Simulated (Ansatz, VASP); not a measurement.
**C in VASP and in Ansatz**

Contents of INCAR:

```
SYSTEM = C
  PREC = Accurate
  ENCUT = 520
  EDIFF = 1E-6
  ISMEAR = 0
  SIGMA = 0.1
  LREAL = .FALSE.
  LASPH = .TRUE.
  NELM = 100
  ALGO = Normal
  ISIF = 2
  LWAVE = .FALSE.
  LCHARG = .TRUE.
  LDIPOL = .TRUE.
  IDIPOL = 3
  DIPOL = 0.5 0.5 0.343
  GGA = PE
  IVDW = 12
  LELF = .TRUE.
  LVHAR = .TRUE.
  LVACPOTAV = .TRUE.
  NBANDS = 16
```

File KPOINTS:

```
regular mesh
0
G
  15 15 1
  0 0 0
```

File POSCAR:

```
C
1.0
    2.4656524409      0.0000000000      0.0000000000
   -1.2328262205      2.1353176508      0.0000000000
    0.0000000000      0.0000000000     17.5000663883
C
4
Direct
    0.6666666667      0.3333333333      0.2571437784
    0.3333333333      0.6666666667      0.2571418816
    0.8333333333      1.0000000000      0.4291450227
    0.5000000000      1.3333333333      0.4291431259
```

Input for Ansatz:

```yaml
crystal:
  lattice:
    - [2.4656524409, 0.0, 0.0]
    - [-1.2328262205, 2.1353176508, 0.0]
    - [0.0, 0.0, 17.5000663883]
  atoms:
    - { symbol: C, position: [0.6666666667, 0.3333333333, 0.2571437784] }
    - { symbol: C, position: [0.3333333333, 0.6666666667, 0.2571418816] }
    - { symbol: C, position: [0.8333333333, 1.0, 0.4291450227] }
    - { symbol: C, position: [0.5, 1.3333333333, 0.4291431259] }
basis:
  ecutwfc: 420
kpoints:
  mp_grid: { grid: [15, 15, 1] }
hamiltonian:
  xc: pbe
  pseudopotentials: { kind: paw, azcp: { folder: soft_1 } }
  dispersion: d3bj
scf:
  occupations: { method: gaussian, width: 0.1 }
output:
  forces: true
  eigenvalues: true
efield:
  axis: 3
  dipole_correction: true
  ramp_width: 0.04
```

Alike in both runs: task single point; functional PBE; dispersion D3(BJ); k mesh 15 × 15 × 1; occupations gaussian, width 0.1 eV; no spin polarisation.

```csv
,VASP,Ansatz
version,VASP 6.6.1,Ansatz 0.2.0
potentials or method,"VASP PAW PBE potentials, release 64 (C), cutoff 520 eV","scalar-relativistic, plane waves, PAW"
valence electrons in the cell,16,16
```

```csv
,VASP,Ansatz,Ansatz less VASP
gap on the k mesh at the Fermi level (eV),0.40,0.40,0.000
least direct gap on the mesh (eV),0.40,0.40,0.000
rms of the force components (eV/Å),0.083,0.082,0.0000
```

Atom by atom the forces differ by 0.000 eV/Å (rms over components).
